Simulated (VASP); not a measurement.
# SnO2 (Pnnm) in VASP: further runs, part 2 of 2

VASP 6.6.1.

## 3. Single point, LDA (atoms shifted along a free coordinate)

File INCAR:

```
SYSTEM = SnO2
ALGO     = Normal         ! electronic algorithm
EDIFF    = 1E-6           ! SCF threshold, eV
ENCUT    = 520            ! plane-wave cutoff, eV
GGA      = CA             ! functional
ISIF     = 2              ! what is computed and relaxed
ISMEAR   = 0              ! smearing method
LASPH    = .TRUE.         ! aspherical terms in the spheres
LCHARG   = .FALSE.        ! write CHGCAR
LREAL    = .FALSE.        ! projectors in reciprocal space
LWAVE    = .FALSE.        ! write WAVECAR
NBANDS   = 35             ! bands
NELM     = 100            ! most SCF steps
PREC     = Accurate       ! precision mode
SIGMA    = 0.05           ! smearing width, eV
```

File KPOINTS:

```
k-points
0
G
  6 6 8
  0 0 0
```

File POSCAR:

```
SnO2
1.0
    4.9308404756      0.0000000000      0.0000000000
    0.0000000000      4.9313636212      0.0000000000
    0.0000000000      0.0000000000      3.3311718629
Sn O
2 4
Direct
    0.5000000000      0.5000000000      0.5000000000
    0.0000000000      0.0000000000      0.0000000000
    0.3059920358      0.2542676980      0.0000000000
    0.8059920358      0.2457323020      0.5000000000
    0.1940079642      0.7542676980      0.5000000000
    0.6940079642      0.7457323020      0.0000000000
```

Potentials or basis: VASP PAW LDA potentials, release 64 (Sn_d, O).

Started as:

```sh
> cat potpaw_LDA.64/Sn_d/POTCAR potpaw_LDA.64/O/POTCAR > POTCAR
> mpirun -np 1 vasp_std > vasp.out
```

OUTCAR:

```text
SYSTEM = SnO2
   EDIFF = 1E-6
   ENCUT = 520
   GGA = CA
   ISIF = 2
   ISMEAR = 0
   LASPH = .TRUE.
   LREAL = .FALSE.
   NELM = 100
   PREC = Accurate

 ion  position               nearest neighbor table
   1  0.500  0.500  0.500-   4 1.96   5 1.96   3 2.27   6 2.27   3 2.27   6 2.27
   2  0.000  0.000  0.000-   3 1.96   6 1.96   5 2.27   4 2.27   4 2.27   5 2.27
   3  0.306  0.254  0.000-   2 1.96   1 2.27   1 2.27
   4  0.806  0.246  0.500-   1 1.96   2 2.27   2 2.27
   5  0.194  0.754  0.500-   1 1.96   2 2.27   2 2.27
[... 1124 lines left out ...]
  -------------------------------------------------------------------------------------
  Total       -6.0470625     -9.9589182     -9.5786685     -0.0000000      0.0000000      0.0000000
  in kB     -119.6106968   -196.9870734   -189.4657472     -0.0000000      0.0000000      0.0000000
  external PRESSURE =    -168.6878391 kB  Pullay stress =       0.0000000 kB

 VOLUME and BASIS-vectors are now :
 -----------------------------------------------------------------------------
  energy-cutoff  :      520.00
  volume of cell :       81.00
      direct lattice vectors                 reciprocal lattice vectors
     4.930840476  0.000000000  0.000000000     0.202805182  0.000000000  0.000000000
     0.000000000  4.931363621  0.000000000     0.000000000  0.202783667  0.000000000
     0.000000000  0.000000000  3.331171863     0.000000000  0.000000000  0.300194659

 POSITION                                       TOTAL-FORCE (eV/Angst)
 -----------------------------------------------------------------------------------
      2.46542      2.46568      1.66559         0.000000      0.000000      0.000000
      0.00000      0.00000      0.00000         0.000000      0.000000      0.000000
      1.50880      1.25389      0.00000         1.586443      1.932859     -0.000000
      3.97422      1.21180      1.66559         1.586443     -1.932859      0.000000
      0.95662      3.71957      1.66559        -1.586443      1.932859      0.000000
      3.42204      3.67748      0.00000        -1.586443     -1.932859      0.000000
 -----------------------------------------------------------------------------------
    total drift:                               -0.000000      0.000000     -0.000000

  FREE ENERGIE OF THE ION-ELECTRON SYSTEM (eV)
  ---------------------------------------------------
  free  energy   TOTEN  =       -40.4598858784 eV

  energy  without entropy=      -40.4598858784  energy(sigma->0) =      -40.45988588
```

OSZICAR:

```text
N       E                     dE             d eps       ncg     rms          rms(c)
DAV:   1     0.624703894958E+03    0.62470E+03   -0.25592E+04  6088   0.223E+03
DAV:   2     0.563451020669E+02   -0.56836E+03   -0.53687E+03  6000   0.601E+02
DAV:   3    -0.412301222450E+02   -0.97575E+02   -0.95507E+02  6192   0.206E+02
DAV:   4    -0.465857966644E+02   -0.53557E+01   -0.53107E+01  7035   0.524E+01
DAV:   5    -0.467308771105E+02   -0.14508E+00   -0.14489E+00  6861   0.920E+00    0.151E+01
DAV:   6    -0.406257476495E+02    0.61051E+01   -0.18084E+01  8693   0.665E+01    0.618E+00
DAV:   7    -0.405790428177E+02    0.46705E-01   -0.20918E+00  6075   0.845E+00    0.317E+00
DAV:   8    -0.404766204626E+02    0.10242E+00   -0.35026E-01  6983   0.394E+00    0.761E-01
DAV:   9    -0.404595833927E+02    0.17037E-01   -0.38657E-02  8936   0.240E+00    0.124E-01
DAV:  10    -0.404598721827E+02   -0.28879E-03   -0.49083E-03  7089   0.590E-01    0.715E-02
DAV:  11    -0.404598967516E+02   -0.24569E-04   -0.20587E-04  9051   0.139E-01    0.394E-02
DAV:  12    -0.404598879989E+02    0.87527E-05   -0.23780E-05  7887   0.401E-02    0.198E-02
DAV:  13    -0.404598858547E+02    0.21442E-05   -0.10630E-05  6397   0.190E-02    0.245E-03
DAV:  14    -0.404598858784E+02   -0.23675E-07   -0.32266E-07  3365   0.469E-03
   1 F= -.40459886E+02 E0= -.40459886E+02  d E =-.772396E-13
```

It took 4.9 min on 1 thread of Intel Xeon 8259CL, shared host; peak memory 0.29 GiB.

Results:

* Free energy: -40.4599 eV
* Pressure: -16.9 GPa
* Largest force: 2.501 eV/Å
* Band gap on the k mesh: 0.48 eV (least direct gap 0.81 eV)

Forces in eV/Å, atoms in the order of the input:
```
Sn   0.000  0.000  0.000
Sn   0.000  0.000  0.000
O    1.586  1.933  0.000
O    1.586 -1.933  0.000
O   -1.586  1.933  0.000
O   -1.586 -1.933  0.000
```

Stress tensor (GPa, compression positive):
```
-11.96   0.00   0.00
  0.00 -19.70   0.00
  0.00   0.00 -18.95
```

Caveat: the cell differs from its parent crystal (atoms shifted along a free coordinate); the cell stands under tension; spin-orbit coupling is left out, which moves the levels of the heavy elements; forces of over 1 eV/Å act on the atoms, so gaps and moduli don't describe the material at rest. A k mesh can miss the band edges.
